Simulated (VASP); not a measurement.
Input of a VASP 6.6.1 run:

POSCAR

```
TePb
1.0
    3.9376598571      0.0000000000      0.0000000000
    0.0000000000      3.9376598571      0.0000000000
    0.0000000000      0.0000000000      3.9376598571
Te Pb
1 1
Direct
    0.5000000000      0.5000000000      0.5000000000
    0.0000000000      0.0000000000      0.0000000000
```

Contents of INCAR.step1:

```
SYSTEM = TePb
PREC = Accurate ; ENCUT = 520
ISMEAR = 0 ; SIGMA = 0.05
LREAL = .FALSE. ; LASPH = .TRUE.
NELM = 80 ; NBANDS = 17
GGA = PE ; ALGO = Normal
EDIFF = 1E-4 ; LWAVE = .TRUE.
LCHARG = .FALSE.
```

The input INCAR.step2:

```
SYSTEM = TePb
PREC = Accurate ; ENCUT = 520
EDIFF = 1E-6 ; ISMEAR = 0
SIGMA = 0.05 ; LREAL = .FALSE.
LASPH = .TRUE. ; NELM = 80
ALGO = Normal ; ISIF = 2
LWAVE = .FALSE. ; LCHARG = .FALSE.
METAGGA = R2SCAN ; LMIXTAU = .TRUE.
NBANDS = 17 ; ISTART = 1
```

File KPOINTS:

```
Automatic mesh
0
G
  8 8 8
  0 0 0
```

Potentials or basis: VASP PAW PBE potentials, release 64 (Te, Pb_d).

The run is started by

```bash
$ cat potpaw_PBE.64/Te/POTCAR potpaw_PBE.64/Pb_d/POTCAR > POTCAR
$ cp INCAR.step1 INCAR
$ mpirun -np 1 vasp_std > vasp.out
$ cp INCAR.step2 INCAR
$ mpirun -np 1 vasp_std > vasp.out
```

(1) Predict the band gap on the k mesh.

(2) Predict the pressure.

Results:

(1) zero (band 10 reaches 7.05 eV, above the bottom of band 11 at 5.78 eV).

(2) 2.0 GPa.

Caveat: the PAW data sets were made with another functional, which shifts forces and pressure a little; spin-orbit coupling is left out, which moves the levels of the heavy elements.
